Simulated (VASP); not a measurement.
Wanted: the native input for a VASP 6.6.1 run.

| Property | Result |
| --- | --- |
| Task | single point |
| Functional | PBE |
| Potentials or basis | VASP PAW PBE potentials, release 64 (K_sv) |
| Cutoff | 520 eV |
| k mesh | 4 × 5 × 7 |
| Occupations | fermi-dirac, width 0.05 eV |
| Spin | no spin polarisation |
| Dipole correction | no |
| Further INCAR settings | ALGO = Normal; EDIFF = 1e-07; NBANDS = 26 |

The structure of K lies in POSCAR:

```
K
1.0
    0.0000000000      8.1375084180      0.0000000000
    0.0000000000      0.0000000000      7.7663174960
    4.6981926756      0.0000000000      0.0000000000
K
4
Direct
    0.3333333330      0.2500000000      0.0000000000
    0.8333333330      0.2500000000      0.5000000000
    0.1666666670      0.7500000000      0.5000000000
    0.6666666670      0.7500000000      0.0000000000
```

This isn't the form of K at room conditions, which is bcc.

The input as run:

INCAR

```
PREC = Accurate
ENCUT = 520
EDIFF = 1E-7
ISMEAR = -1
SIGMA = 0.05
LREAL = F
LASPH = T
NELM = 60
ALGO = Normal
ISIF = 2
LWAVE = F
LCHARG = F
GGA = PE
NBANDS = 26
```

KPOINTS

```
regular mesh
0
Gamma
  4 5 7
```

Potentials or basis: VASP PAW PBE potentials, release 64 (K_sv).

Command:

```console
$ cat potpaw_PBE.64/K_sv/POTCAR > POTCAR
$ mpirun -np 1 vasp_std > vasp.out
```

Results of the run:

The pressure is 0.0 GPa and the band gap on the k mesh is zero (bands 18 and 19 overlap by 1.24 eV).

It took 2.7 min on 1 thread of Intel(R) Xeon(R) Platinum 8488C (Sapphire Rapids), on a shared host, peak memory 0.48 GiB.
